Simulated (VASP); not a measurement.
Input of a VASP 6.6.1 run:

The input INCAR:

```
SYSTEM = Ta2Sn
ALGO     = Normal         ! electronic algorithm
EDIFF    = 1E-7           ! SCF threshold, eV
ENCUT    = 520            ! plane-wave cutoff, eV
GGA      = PE             ! functional
ISIF     = 2              ! what is computed and relaxed
ISMEAR   = 0              ! smearing method
LASPH    = .TRUE.         ! aspherical terms in the spheres
LCHARG   = .TRUE.         ! write CHGCAR
LELF     = .TRUE.         ! ELF
LREAL    = .FALSE.        ! projectors in reciprocal space
LVHAR    = .TRUE.       
LWAVE    = .FALSE.        ! write WAVECAR
NBANDS   = 45             ! bands
NELM     = 100            ! most SCF steps
PREC     = Accurate       ! precision mode
SIGMA    = 0.1            ! smearing width, eV
```

Contents of KPOINTS:

```
k-points
0
G
  4 4 4
  0 0 0
```

POSCAR

```
Ta2Sn
1.0
    0.0000000000      3.9809544500      3.9809544500
    3.9809544500      0.0000000000      3.9809544500
    3.9809544500      3.9809544500      0.0000000000
Ta Sn
4 2
Direct
    0.1250000000      0.1250000000      0.1250000000
    0.6250000000      0.1250000000      0.1250000000
    0.1250000000      0.1250000000      0.6250000000
    0.1250000000      0.6250000000      0.1250000000
    0.5000000000      0.5000000000      0.5000000000
    0.7500000000      0.7500000000      0.7500000000
```

Potentials or basis: VASP PAW PBE potentials, release 64 (Ta_pv, Sn_d).

The run is started by

```bash
$ cat potpaw_PBE.64/Ta_pv/POTCAR potpaw_PBE.64/Sn_d/POTCAR > POTCAR
$ mpirun -np 1 vasp_std > vasp.out
```

**Question.** Estimate the pressure.

**Answer.** -2.3 GPa.

**Question.** What does it give for the band gap on the k mesh?

**Answer.** Zero (band 36 reaches 7.07 eV, above the bottom of band 37 at 6.99 eV).

Caveat: spin-orbit coupling is left out, which moves the levels of the heavy elements.
